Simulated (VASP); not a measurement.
Runs of VASP 6.6.1 on CdPdO3. The structure is that of space group Pm-3m (No. 221), or close to it. The cells are those of the table. 

```csv
task,cell,k mesh,cutoff (eV),smearing,gap on the mesh (eV),pressure (GPa)
single point,"a = 3.847 Å, 5 atoms",10 × 10 × 10,520,gaussian 0.1 eV,none,0.9
single point,"a = 3.703 Å, 5 atoms",6 × 6 × 6,520,gaussian 0.1 eV,none,(a)
electric field gradients,"a = 3.853 Å, 5 atoms",10 × 10 × 10,520,fermi-dirac 0.15 eV,none,0.8
relaxation of cell and atoms,"relaxed from a = 3.851 Å, 5 atoms",10 × 10 × 10,600,gaussian 0.1 eV,none,-0.1
```

Alike in all rows: level LDA; potentials or basis VASP PAW LDA potentials, release 64 (Cd, Pd, O); no spin polarisation.

**Question.** Fill in the values left out.

**Answer.** (a) 29.1.

A k mesh can miss the band edges, and the runs leave out spin-orbit coupling on Cd, Pd.

A gap of «none» marks levels without a gap at the run's occupations.
